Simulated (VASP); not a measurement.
**Ni: single point with PBE**

System: Ni, a sheet with vacuum.

```xyz
1
Lattice="2.2591 0.0000 0.0000 0.0000 2.2591 0.0000 0.0000 0.0000 23.8000" Properties=species:S:1:pos:R:3 pbc="T T T"
Ni    0.0000    0.0000    7.0000
```

* Program: VASP 6.6.1
* Task: single point
* Functional: PBE
* Potentials or basis: VASP PAW PBE potentials, release 64 (Ni)
* Cutoff: 520 eV
* k mesh: 24 × 24 × 1
* Occupations: gaussian, width 0.1 eV
* Spin: collinear spin, ferromagnetic start
* Starting moments: [0.99] μB
* Dipole correction: yes
* k mesh for the DOS: 36 × 36 × 1
* Occupations for the DOS: tetrahedron
* Further INCAR settings: ALGO = Normal; EDIFF = 1e-06; NBANDS = 15

The net moment is 0.85 μB per cell, the site moments are Ni +0.87 μB and the valence electrons inside the program's atomic spheres are Ni 9.16.

Levels at points of the mesh, in eV from the Fermi level:
Spin up:
| k point | band 2 | band 3 | band 4 | band 5 | band 6 | band 7 | band 8 | band 9 |
| --- | --- | --- | --- | --- | --- | --- | --- | --- |
| (0.00, 0.00, 0.00) | -3.83 | -1.97 | -0.86 | -0.86 | -0.59 | 0.80 | 4.87 | 5.32 |
| (0.50, 0.00, 0.00) | -3.00 | -1.68 | -0.95 | -0.70 | 1.44 | 5.50 | 7.83 | 10.22 |
| (0.50, 0.50, 0.00) | -2.34 | -2.34 | -0.59 | 0.41 | 8.41 | 8.41 | 13.46 | 14.37 |
Spin down:
```csv
k point,band 2,band 3,band 4,band 5,band 6,band 7
"(0.00, 0.00, 0.00)",-3.21,-1.53,0.30,0.30,0.59,0.75
"(0.50, 0.00, 0.00)",-2.08,-0.57,-0.40,0.48,1.44,5.83
"(0.50, 0.50, 0.00)",-1.32,-1.32,0.00,1.20,8.50,8.50
```

It took 14 min on 1 thread of Intel(R) Xeon(R) Platinum 8488C (Sapphire Rapids) (shared host), peak memory 0.63 GiB.
